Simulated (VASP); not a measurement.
# BiTe (I4mm) in VASP: a series of runs

Runs on BiTe. Level: PBEsol. Tasks: single point.

Everything below comes from runs of VASP 6.6.1. Logs are shortened: lines on timing, memory, paths and dates and some standing lists are left out, and cuts for length are marked.

## 1. The cell of the first run

The structure is tetragonal, space group I4mm (No. 107). The conventional cell has a = 4.521 Å, b = 4.521 Å, c = 6.394 Å, α = 90.00°, β = 90.00°, γ = 90.00°. Within 3.7 Å of Bi (site symmetry 4mm) lie 6 Te at 2.71 to 3.68 Å. Within 3.7 Å of Te (site symmetry 4mm) lie 6 Bi at 2.71 to 3.68 Å.

## 2. Single point, PBEsol (atoms displaced along a vibrational mode)

Input file INCAR:

```
PREC     = Accurate       # precision mode
ENCUT    = 500            # plane-wave cutoff, eV
EDIFF    = 1E-6           # SCF threshold, eV
ISMEAR   = 0              # smearing method
SIGMA    = 0.15           # smearing width, eV
LREAL    = False          # projectors in reciprocal space
LASPH    = True           # aspherical terms in the spheres
NELM     = 120            # most SCF steps
ALGO     = Normal         # electronic algorithm
ISIF     = 2              # what is computed and relaxed
LWAVE    = False          # write WAVECAR
LCHARG   = True           # write CHGCAR
GGA      = PS             # functional
LELF     = True           # ELF
LVHAR    = True         
NBANDS   = 18             # bands
GGA_COMPAT= False
```

Input file KPOINTS:

```
regular mesh
0
Gamma
  16 16 16
```

Input file POSCAR:

```
BiTe
1.0
    0.0000000000      3.1971538277      3.1971538277
    3.1971538277      0.0000000000      3.1971538277
    3.1971538277      3.1971538277      0.0000000000
Bi Te
1 1
Direct
    0.0286465842     -0.0286465842      0.0286465842
    0.4530832709      0.5469167291      0.4530832709
```

Potentials or basis: VASP PAW PBE potentials, release 64 (Bi_d, Te).

The run is started by

```
$ cat potpaw_PBE.64/Bi_d/POTCAR potpaw_PBE.64/Te/POTCAR > POTCAR
$ mpirun -np 1 vasp_std > vasp.out
```

OUTCAR:

```text
PREC = Accurate
   ENCUT = 500
   EDIFF = 1E-6
   ISMEAR = 0
   LREAL = False
   LASPH = True
   NELM = 120
   ISIF = 2
   GGA = PS

 ion  position               nearest neighbor table
   1  0.029  0.971  0.029-   2 2.71   2 3.23   2 3.23   2 3.23   2 3.23   2 3.68
   2  0.453  0.547  0.453-   1 2.71   1 3.23   1 3.23   1 3.23   1 3.23   1 3.68

  LATTYP: Found a face centered cubic cell.
 ALAT       =     6.3943076554

  Lattice vectors:

 A1 = (   0.0000000000,   3.1971538277,   3.1971538277)
 A2 = (   3.1971538277,   0.0000000000,   3.1971538277)
 A3 = (   3.1971538277,   3.1971538277,   0.0000000000)

Analysis of symmetry for initial positions (statically):
=====================================================================
 Subroutine PRICEL returns:
 Original cell was already a primitive cell.

 Routine SETGRP: Setting up the symmetry group for a
 face centered cubic supercell.

 Subroutine GETGRP returns: Found  8 space group operations
 (whereof  8 operations were pure point group operations)
 out of a pool of 48 trial point group operations.

The static configuration has the point symmetry C_4v.

Analysis of symmetry for dynamics (positions and initial velocities):
=====================================================================
 Subroutine PRICEL returns:
 Original cell was already a primitive cell.

 Routine SETGRP: Setting up the symmetry group for a
 face centered cubic supercell.

 Subroutine GETGRP returns: Found  8 space group operations
 (whereof  8 operations were pure point group operations)
 out of a pool of 48 trial point group operations.

The dynamic configuration has the point symmetry C_4v.

 Subroutine INISYM returns: Found  8 space group operations
 (whereof  8 operations are pure point group operations),
 and found     1 'primitive' translations

----------------------------------------------------------------------------------------

                                     Primitive cell

  volume of cell :      65.3613

  direct lattice vectors                    reciprocal lattice vectors
     0.000000000  3.197153828  3.197153828    -0.156389097  0.156389097  0.156389097
     3.197153828  0.000000000  3.197153828     0.156389097 -0.156389097  0.156389097
     3.197153828  3.197153828  0.000000000     0.156389097  0.156389097 -0.156389097

  length of vectors
     4.521458304  4.521458304  4.521458304     0.270873862  0.270873862  0.270873862

  position of ions in fractional coordinates (direct lattice)
     0.028646584  0.971353416  0.028646584
     0.453083271  0.546916729  0.453083271

  ion indices of the primitive-cell ions
   primitive index   ion index
                 1           1
                 2           2

----------------------------------------------------------------------------------------

 KPOINTS: regular mesh

Automatic generation of k-mesh.
 Grid dimensions read from file:
 generate k-points for:   16   16   16

 Generating k-lattice:

  Cartesian coordinates                     Fractional coordinates (reciprocal lattice)
    -0.009774319  0.009774319  0.009774319     0.062500000  0.000000000  0.000000000
     0.009774319 -0.009774319  0.009774319     0.000000000  0.062500000  0.000000000
     0.009774319  0.009774319 -0.009774319     0.000000000  0.000000000  0.062500000

  Length of vectors
     0.016929616  0.016929616  0.016929616

  Shift w.r.t. Gamma in fractional coordinates (k-lattice)
     0.000000000  0.000000000  0.000000000

 Subroutine IBZKPT returns following result:
 ===========================================

 Found    349 irreducible k-points:

 Following reciprocal coordinates:
            Coordinates               Weight
  0.000000  0.000000  0.000000      1.000000
  0.062500  0.000000  0.000000      8.000000
  0.125000  0.000000  0.000000      8.000000
  0.187500  0.000000  0.000000      8.000000
  0.250000  0.000000  0.000000      8.000000
  0.312500  0.000000  0.000000      8.000000
[... 16 lines left out ...]
  0.062500  0.000000  0.437500      8.000000
  0.500000  0.062500  0.000000     16.000000
 [... further k-points ...]
   k-points           NKPTS =    349   k-points in BZ     NKDIM =    349   number of bands    NBANDS=     18
   number of dos      NEDOS =    301   number of ions     NIONS =      2
   total plane-waves  NPLWV =  46656
   dimension x,y,z NGX =    36 NGY =   36 NGZ =   36
   dimension x,y,z NGXF=    72 NGYF=   72 NGZF=   72
   ions per type =               1   1
   NGX,Y,Z   is equivalent  to a cutoff of  13.24, 13.24, 13.24 a.u.
   NGXF,Y,Z  is equivalent  to a cutoff of  26.47, 26.47, 26.47 a.u.
 SYSTEM =  unknown system
   PREC   = accura    normal or accurate (medium, high low for compatibility)
   ISTART =      0    job   : 0-new  1-cont  2-samecut
   ICHARG =      2    charge: 1-file 2-atom 10-const
   ISPIN  =      1    spin polarized calculation?
   LNONCOLLINEAR =      F non collinear calculations
   LSORBIT =      F    spin-orbit coupling
   LASPH  =      T    aspherical Exc in radial PAW
   ENCUT  =  500.0 eV  36.75 Ry    6.06 a.u.   8.24  8.24  8.24*2*pi/ulx,y,z
   NELM   =    120;   NELMIN=  2; NELMDL= -5     # of ELM steps
   EDIFF  = 0.1E-05   stopping-criterion for ELM
   LREAL  =      F    real-space projection
   EDIFFG = 0.1E-04   stopping-criterion for IOM
   NSW    =      0    number of steps for IOM
   IBRION =     -1    ionic relax: 0-MD 1-quasi-New 2-CG
   NFREE  =      0    steps in history (QN), initial steepest desc. (CG)
   ISIF   =      2    stress and relaxation
   ISYM   =      2    0-nonsym 1-usesym 2-fastsym
   POTIM  = 0.5000    time-step for ionic-motion
   TEBEG  =    0.0;   TEEND  =   0.0 temperature during run
   PSTRESS=    0.0 pullay stress
   NELECT =      21.0000    total number of electrons
   NUPDOWN=      -1.0000    fix difference up-down
   EMIN   =  10.00;   EMAX   =-10.00  energy-range for DOS
   EFERMI =   0.00;   METHOD = LEGACY
   ISMEAR =     0;   SIGMA  =   0.15  broadening in eV -4-tet -1-fermi 0-gaus
   EFERMI_NEDOS =   21; number of points for ismear=-14 and -15
   IALGO  =     38    algorithm
   IMIX   =      4    mixing-type and parameters
     AMIX     =   0.40;   BMIX     =  1.00
     AMIX_MAG =   1.60;   BMIX_MAG =  1.00
  volume/ion in A,a.u.               =      32.68       220.54
  Fermi-wavevector in a.u.,A,eV,Ry     =   1.121264  2.118881 17.105681  1.257232
  Thomas-Fermi vector in A             =   2.257916
   LORBIT       =      0    0 simple, 1 ext, 2 COOP (PROOUT), +10 PAW based schemes
   GGA     = PS    functional components
   LHFCALC =     F    Hartree Fock is set to
   AEXX    =    0.0000 exact exchange contribution
   IVDW    =     0    specifies the selected vdW correction
   LEPSILON=     F    determine dielectric tensor
   LRPA    =     F    only Hartree local field effects (RPA)
 non-spin polarized calculation
 Gauss-broadening in eV      SIGMA  =   0.15
  energy-cutoff  :      500.00
  volume of cell :       65.36
 maximum number of plane-waves:      1678
 NGX is ok and might be reduce to    36
   NGX = 17   NGY = 17   NGZ = 17

 number of electron      21.0000005 magnetization

 Free energy of the ion-electron system (eV)
  ---------------------------------------------------
  ext. energy  EPLUGINS =         0.00000000
  ---------------------------------------------------
  free energy    TOTEN  =        -7.57169713 eV

  energy without entropy =       -7.55625480  energy(sigma->0) =       -7.56397596

 E-fermi :   7.2195     XC(G=0):  -9.7064

 val. band max:        7.2152386578   @ k =  -0.2500   0.2500   0.0625
 cond. band min:       7.2224553492   @ k =   0.1250  -0.3750   0.3750
 fundamental gap:      0.0072166913
 Fermi energy:         7.2194954417

 k-point     1 :       0.0000    0.0000    0.0000
  band No.  band energies     occupation
      1     -16.1984      2.00000
      2     -16.1253      2.00000
      3     -16.1253      2.00000
      4     -16.0594      2.00000
      5     -16.0544      2.00000
      6      -7.1391      2.00000
[... 10 lines left out ...]
     17      12.8603      0.00000
     18      13.1402      0.00000

 k-point     2 :       0.0625    0.0000    0.0000
  band No.  band energies     occupation
      1     -16.1987      2.00000
      2     -16.1251      2.00000
      3     -16.1250      2.00000
      4     -16.0595      2.00000
      5     -16.0543      2.00000
      6      -7.1041      2.00000
[... 10 lines left out ...]
     17      13.1784      0.00000
     18      13.4989      0.00000

 k-point     3 :       0.1250    0.0000    0.0000
  band No.  band energies     occupation
      1     -16.1994      2.00000
      2     -16.1247      2.00000
      3     -16.1243      2.00000
      4     -16.0598      2.00000
      5     -16.0538      2.00000
      6      -6.9999      2.00000
[... 10 lines left out ...]
     17      13.8714      0.00000
     18      14.2284      0.00000

 k-point     4 :       0.1875    0.0000    0.0000
  band No.  band energies     occupation
      1     -16.2005      2.00000
      2     -16.1240      2.00000
      3     -16.1232      2.00000
      4     -16.0601      2.00000
      5     -16.0530      2.00000
      6      -6.8291      2.00000
[... 10 lines left out ...]
     17      14.7821      0.00000
     18      15.1276      0.00000

 k-point     5 :       0.2500    0.0000    0.0000
  band No.  band energies     occupation
      1     -16.2017      2.00000
      2     -16.1232      2.00000
      3     -16.1219      2.00000
      4     -16.0605      2.00000
      5     -16.0520      2.00000
      6      -6.5972      2.00000
[... 10 lines left out ...]
     17      15.7772      0.00000
     18      16.1431      0.00000

 k-point     6 :       0.3125    0.0000    0.0000
  band No.  band energies     occupation
      1     -16.2030      2.00000
      2     -16.1223      2.00000
      3     -16.1207      2.00000
      4     -16.0608      2.00000
      5     -16.0511      2.00000
      6      -6.3151      2.00000
[... 10 lines left out ...]
     17      16.5565      0.00000
     18      17.2361      0.00000

 k-point     7 :       0.3750    0.0000    0.0000
  band No.  band energies     occupation
      1     -16.2042      2.00000
      2     -16.1217      2.00000
      3     -16.1198      2.00000
      4     -16.0611      2.00000
      5     -16.0503      2.00000
      6      -6.0063      2.00000
[... 10 lines left out ...]
     17      16.4865      0.00000
     18      17.5288      0.00000

 k-point     8 :       0.4375    0.0000    0.0000
  band No.  band energies     occupation
      1     -16.2049      2.00000
      2     -16.1212      2.00000
      3     -16.1192      2.00000
      4     -16.0612      2.00000
      5     -16.0497      2.00000
      6      -5.7272      2.00000
[... 10 lines left out ...]
     17      15.8066      0.00000
     18      16.5748      0.00000
[... 229 lines left out ...]
     17      16.1978      0.00000
     18      16.6236      0.00000

 k-point    20 :       0.3750    0.0625    0.0000
  band No.  band energies     occupation
      1     -16.2035      2.00000
      2     -16.1224      2.00000
      3     -16.1198      2.00000
      4     -16.0616      2.00000
      5     -16.0499      2.00000
      6      -6.0947      2.00000
[... 10 lines left out ...]
     17      16.4025      0.00000
     18      17.2871      0.00000

 k-point    21 :       0.0625    0.0000    0.3750
  band No.  band energies     occupation
      1     -16.2051      2.00000
      2     -16.1210      2.00000
      3     -16.1195      2.00000
      4     -16.0601      2.00000
      5     -16.0515      2.00000
      6      -6.0633      2.00000
[... 10 lines left out ...]
     17      16.4210      0.00000
     18      17.1794      0.00000

 k-point    22 :       0.4375    0.0625    0.0000
  band No.  band energies     occupation
      1     -16.2045      2.00000
      2     -16.1216      2.00000
      3     -16.1192      2.00000
      4     -16.0617      2.00000
      5     -16.0494      2.00000
      6      -5.7983      2.00000
[... 10 lines left out ...]
     17      15.8481      0.00000
     18      16.6044      0.00000

 k-point    23 :       0.0625    0.0000    0.4375
  band No.  band energies     occupation
      1     -16.2057      2.00000
      2     -16.1207      2.00000
      3     -16.1189      2.00000
      4     -16.0606      2.00000
      5     -16.0506      2.00000
      6      -5.7665      2.00000
[... 10 lines left out ...]
     17      15.7794      0.00000
     18      16.4389      0.00000

 k-point    24 :       0.5000    0.0625    0.0000
  band No.  band energies     occupation
      1     -16.2051      2.00000
      2     -16.1211      2.00000
      3     -16.1189      2.00000
      4     -16.0616      2.00000
      5     -16.0493      2.00000
      6      -5.6018      2.00000
[... 10 lines left out ...]
     17      15.4843      0.00000
     18      16.1703      0.00000

 [... further k-points ...]
[... 5 lines left out ...]
  --------------------------------------------------------------------------------------
  -------------------------------------------------------------------------------------
  Total        0.9928698      4.0980250      0.9928698      0.0000000      0.0000000      0.0000000
  in kB       24.3378550    100.4533892     24.3378550      0.0000000      0.0000000      0.0000000
  external PRESSURE =      49.7096997 kB  Pullay stress =       0.0000000 kB

 VOLUME and BASIS-vectors are now :
 -----------------------------------------------------------------------------
  energy-cutoff  :      500.00
  volume of cell :       65.36
      direct lattice vectors                 reciprocal lattice vectors
     0.000000000  3.197153828  3.197153828    -0.156389097  0.156389097  0.156389097
     3.197153828  0.000000000  3.197153828     0.156389097 -0.156389097  0.156389097
     3.197153828  3.197153828  0.000000000     0.156389097  0.156389097 -0.156389097

 POSITION                                       TOTAL-FORCE (eV/Angst)
 -----------------------------------------------------------------------------------
      3.19715      0.18318      3.19715         0.000000     -2.187495      0.000000
      3.19715      2.89715      3.19715         0.000000      2.187495      0.000000
 -----------------------------------------------------------------------------------
    total drift:                               -0.000000     -0.000723     -0.000000

  FREE ENERGIE OF THE ION-ELECTRON SYSTEM (eV)
  ---------------------------------------------------
  free  energy   TOTEN  =        -7.5716971293 eV

  energy  without entropy=       -7.5562547951  energy(sigma->0) =       -7.56397596
```

Run time: 6.2 min. Hardware: 1 thread of Intel Xeon Platinum 8259CL at 2.50GHz (Skylake/Cascade Lake), shared host; peak memory 0.5 GiB.

What came out:

| Item | Value |
| --- | --- |
| Free energy | -7.5717 eV |
| Pressure | 5.0 GPa |
| Largest force | 2.187 eV/Å |
| Band gap on the k mesh | zero (an odd number of electrons rules out a gap without spin polarisation) |

Forces in eV/Å, atoms in the order of the input:
```
Bi   0.000 -2.187  0.000
Te   0.000  2.187  0.000
```

Levels at points of the mesh, in eV from the Fermi level:
```tsv
k point	band 7	band 8	band 9	band 10	band 11	band 12	band 13	band 14
(0.00, 0.00, 0.00)	-8.08	-3.51	-2.64	-2.64	0.99	0.99	2.47	4.41
(0.50, 0.00, 0.00)	-11.05	-3.25	-2.47	-2.37	-0.70	-0.65	0.33	6.31
(0.50, 0.50, 0.00)	-9.99	-6.19	-4.56	-4.17	0.44	4.10	4.58	4.87
(0.50, 0.00, 0.50)	-11.30	-5.58	-4.49	-4.49	1.79	3.61	3.61	5.52
```

Caveat: the cell differs from its parent crystal (atoms displaced along a vibrational mode); the cell stands under pressure; the PAW data sets were made with another functional, which shifts forces and pressure a little; spin-orbit coupling is left out, which moves the levels of the heavy elements.

(Part 1 of 2 ends here.)
